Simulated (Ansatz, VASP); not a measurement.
## BeS: VASP beside Ansatz

```xyz
2
Lattice="0.0000 2.4625 2.3096 2.3096 0.0000 2.3096 2.3096 2.4625 0.0000" Properties=species:S:1:pos:R:3 pbc="T T T"
Be    0.0000    0.0000    0.0000
S     3.4644    3.6938    3.4644
```

Alike in both runs: task single point; functional PBEsol; k mesh 10 × 10 × 10; occupations gaussian, width 0.05 eV; no spin polarisation.

|  | VASP | Ansatz |
| --- | --- | --- |
| version | VASP 6.6.1 | Ansatz 0.2.0 |
| potentials or method | VASP PAW PBE potentials, release 64 (Be, S), cutoff 520 eV | scalar-relativistic, plane waves, PAW |
| valence electrons in the cell | 8 | 8 |

|  | VASP | Ansatz | Ansatz less VASP |
| --- | --- | --- | --- |
| gap on the k mesh at the Fermi level (eV) | 2.42 | 2.41 | -0.004 |
| least direct gap on the mesh (eV) | 5.43 | 5.40 | -0.031 |
| pressure (GPa) | 8.5 | 8.3 | -0.18 |
| traceless stress, the component that is largest in VASP (GPa) | -4.75 | -4.77 | -0.026 |

VASP's potentials were made for PBE, not for PBEsol. With one functional, cell and mesh, what is left measures potentials, basis and numerics.
